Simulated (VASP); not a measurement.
The system is ZnSe.

```
Zn Se
1.0
     4.10770    0.00000    0.00000
     0.00000    4.10770    0.00000
     0.00000    0.00000    6.07035
Zn Se
2 2
Direct
  0.00000 0.00000 0.00000
  0.50000 0.50000 0.00000
  0.00000 0.50000 0.24628
  0.50000 0.00000 0.75372
```

Base run:

* Program: VASP 6.6.1
* Functional: LDA
* Potentials or basis: VASP PAW LDA potentials, release 64 (Zn, Se)
* Cutoff: 500 eV
* k mesh: 5 × 5 × 3
* Occupations: gaussian, width 0.01 eV
* Spin: no spin polarisation

Its results: band gap on the k mesh 1.73 eV, direct; pressure -4.4 GPa; largest force 0.581 eV/Å.

Problem. The run is repeated on the same cell with these changes: k mesh from 5 × 5 × 3 to 3 × 3 × 2. What comes out?

Solution. Band gap on the k mesh 1.70 eV, direct; pressure -4.0 GPa; largest force 0.591 eV/Å.

Caveats: some runs use coarse meshes.

A k mesh can miss the band edges.
